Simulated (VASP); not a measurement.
# Mg: relaxation of cell and atoms with RPBE+D4

Mg:

```
Mg
1.0
     3.17683    0.00000    0.00000
    -1.58841    2.75121    0.00000
     0.00000    0.00000   10.31886
Mg
4
Direct
  0.66667 0.33333 0.75000
  0.00000 0.00000 0.50000
  0.33333 0.66667 0.25000
  0.00000 0.00000 0.00000
```

```json
{"Program": "VASP 6.6.1", "Task": "relaxation of cell and atoms", "Functional": "RPBE", "Dispersion": "D4", "Potentials or basis": "VASP PAW PBE potentials, release 64 (Mg)", "Cutoff": "600 eV", "k mesh": "10 × 10 × 3", "Occupations": "fermi-dirac, width 0.05 eV", "Spin": "no spin polarisation", "Dipole correction": "no", "Further INCAR settings": "ALGO = Normal; EDIFF = 1e-06; IBRION = 2; EDIFFG = -0.01; NSW = 60; ISIF = 3"}
```

The relaxed volume is 23.26 Å³/atom. The relaxed cell is a = 3.193 Å, b = 3.193 Å, c = 10.539 Å, α = 90.00°, β = 90.00°, γ = 120.00°. The space group after relaxing (to 0.05 Å) is P6_3/mmc (No. 194), the energy gained by relaxing is 171.7 meV/atom and the ionic steps are 26. The pressure after relaxing is 0.0 GPa, the band gap on the k mesh is zero (band 4 reaches 3.25 eV, above the bottom of band 5 at 1.31 eV) and the dispersion energy per atom is -0.317 eV.

The path:
| step | energy change (eV) | largest force (eV/Å) | pressure (GPa) | volume (Å³) |
| --- | --- | --- | --- | --- |
| 1 | 0.0000 | 0.0000 | 0.91 | 90.19 |
| 2 | -0.0072 | 0.0000 | 0.22 | 91.87 |
| 3 | -0.4409 | 0.0000 | 595.17 | 92.76 |
| 4 | -0.6722 | 0.0000 | -1.81 | 94.55 |
| 5 | -0.6732 | 0.0000 | -1.78 | 94.47 |
| 6 | -0.6817 | 0.0000 | -1.50 | 93.61 |
| 7 | -0.6852 | 0.0000 | -1.28 | 93.19 |
| 8 | -0.6842 | 0.0000 | 8.83 | 92.97 |
| 9 | -0.6857 | 0.0000 | -1.03 | 93.12 |
| 10 | -0.6859 | 0.0000 | 0.44 | 93.05 |
| 11 | -0.6825 | 0.0000 | -1.47 | 93.54 |
| 12 | -0.6852 | 0.0000 | -1.31 | 93.20 |
| 13 | -0.6858 | 0.0000 | -0.81 | 93.10 |
| 14 | -0.6859 | 0.0000 | -0.36 | 93.07 |
| 15 | -0.6859 | 0.0000 | -0.21 | 93.07 |
| 16 | -0.6841 | 0.0000 | 11.19 | 92.96 |
| 17 | -0.6859 | 0.0000 | 0.07 | 93.06 |
| 18 | -0.6860 | 0.0000 | 0.30 | 93.05 |
| 19 | -0.6860 | 0.0000 | 0.88 | 93.04 |
| 20 | -0.6860 | 0.0000 | 0.86 | 93.04 |
| 21 | -0.6862 | 0.0000 | 0.80 | 93.04 |
| 22 | -0.6864 | 0.0000 | 0.66 | 93.04 |
| 23 | -0.6866 | 0.0000 | 0.37 | 93.04 |
| 24 | -0.6866 | 0.0000 | 0.27 | 93.04 |
| 25 | -0.6866 | 0.0000 | -0.23 | 93.06 |
| 26 | -0.6867 | 0.0000 | -0.02 | 93.05 |

Final structure:
```
Mg
1.0
     3.19295    0.00000    0.00000
    -1.59647    2.76517    0.00000
     0.00000    0.00000   10.53916
Mg
4
Direct
  0.66667 0.33333 0.75000
  0.00000 0.00000 0.50000
  0.33333 0.66667 0.25000
  0.00000 0.00000 0.00000
```

Levels at points of the mesh, in eV from the Fermi level:
| k point | band 1 | band 2 | band 3 | band 4 | band 5 | band 6 | band 7 | band 8 |
| --- | --- | --- | --- | --- | --- | --- | --- | --- |
| (0.00, 0.00, 0.00) | -6.99 | -5.64 | -5.64 | -1.89 | -1.48 | 4.63 | 4.64 | 10.96 |
| (0.50, 0.00, 0.00) | -2.20 | -2.18 | -1.18 | -1.15 | -0.59 | -0.55 | 2.59 | 2.75 |

Run time: 2 min on 1 thread of AMD EPYC 9R45 96-Core Processor (Zen 5), with other jobs on the host, peak memory 0.23 GiB.

Caveat: the PAW data sets were made with another functional, which shifts forces and pressure a little; pairwise dispersion overbinds metals, which lowers pressure and volume.
